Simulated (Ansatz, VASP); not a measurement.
## Two plane-wave programs on B

```xyz
2
Lattice="1.6244 0.0000 0.0000 0.0000 2.8662 0.0000 0.0000 0.0000 3.9213" Properties=species:S:1:pos:R:3 pbc="T T T"
B     0.0000    0.0000    3.4932
B     0.8122    1.4331    0.4281
```

Alike in both runs: functional PBE; k mesh 34 × 20 × 14; occupations gaussian, width 0.1 eV; no spin polarisation.

Ansatz relaxed the structure, and its values are those at the end. VASP's run is a single point on that final structure, the one shown.

```csv
,VASP,Ansatz
version,VASP 6.6.1,Ansatz 0.2.0
potentials or method,"VASP PAW PBE potentials, release 64 (B), cutoff 520 eV","scalar-relativistic, plane waves, PAW"
valence electrons in the cell,6,6
```

|  | VASP | Ansatz | Ansatz less VASP |
| --- | --- | --- | --- |
| gap on the k mesh at the Fermi level (eV) | none | none | - |
| pressure (GPa) | 0.0 | 0.0 | +0.02 |

A gap of «none» marks a metal or a gap that the smearing closes. With one functional, cell and mesh, what is left measures potentials, basis and numerics.
